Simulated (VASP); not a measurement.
# SnO: single point with PBEsol

Crystal: SnO.

```
CELL_PARAMETERS angstrom
3.83017 0.00000 0.00000
0.00000 3.83017 0.00000
0.00000 0.00000 4.97194
ATOMIC_POSITIONS crystal
Sn 0.50000 0.00000 0.23166
Sn 0.00000 0.50000 0.76834
O 0.00000 0.00000 0.00000
O 0.50000 0.50000 0.00000
```

```yaml
Program: VASP 6.6.1
Task: single point
Functional: PBEsol
Potentials_or_basis: VASP PAW PBE potentials, release 64 (Sn_d, O)
Cutoff: 520 eV
k_mesh: 12 × 12 × 10
Occupations: gaussian, width 0.1 eV
Spin: no spin polarisation
Dipole_correction: no
Further_INCAR_settings: ALGO = Normal; EDIFF = 1e-06; NBANDS = 28
```

```json
{"Pressure": "-1.3 GPa", "Largest force": "0.080 eV/Å", "Band gap on the k mesh": "0.28 eV (least direct gap 1.90 eV)"}
```

Forces on the atoms (eV/Å):
```
Sn   0.000  0.000  0.080
Sn   0.000  0.000 -0.080
O    0.000  0.000  0.000
O    0.000  0.000  0.000
```

Stress tensor (GPa, compression positive):
```
-1.38  0.00  0.00
 0.00 -1.38  0.00
 0.00  0.00 -1.23
```

Levels at points of the mesh, in eV from the valence-band top:
| k point | band 17 | band 18 | band 19 | band 20 | band 21 | band 22 | band 23 | band 24 |
| --- | --- | --- | --- | --- | --- | --- | --- | --- |
| (0.00, 0.00, 0.00) | -3.36 | -3.08 | -3.08 | -0.01 | 1.91 | 4.03 | 4.84 | 4.84 |
| (0.50, 0.00, 0.00) | -4.74 | -4.74 | -2.53 | -2.53 | 3.04 | 3.04 | 5.74 | 5.74 |
| (0.50, 0.50, 0.00) | -2.41 | -2.41 | -1.80 | -1.80 | 0.28 | 0.28 | 4.40 | 4.40 |
| (0.00, 0.00, 0.50) | -3.32 | -3.09 | -3.09 | -2.10 | 1.57 | 3.14 | 3.14 | 3.70 |
| (0.50, 0.00, 0.50) | -4.71 | -4.71 | -1.64 | -1.64 | 2.45 | 2.45 | 5.51 | 5.51 |
| (0.50, 0.50, 0.50) | -2.50 | -2.50 | -2.41 | -2.41 | 2.47 | 2.47 | 3.79 | 3.79 |

Run time: 2.4 min on 1 thread of Oxide Virtual Turin-like Processor, with other jobs on the host, peak memory 0.34 GiB.

Caveat: semilocal functionals underestimate gaps, and a narrow one can read as zero; the PAW data sets were made with another functional, which shifts forces and pressure a little; spin-orbit coupling is left out, which moves the levels of the heavy elements. A k mesh can miss the band edges.
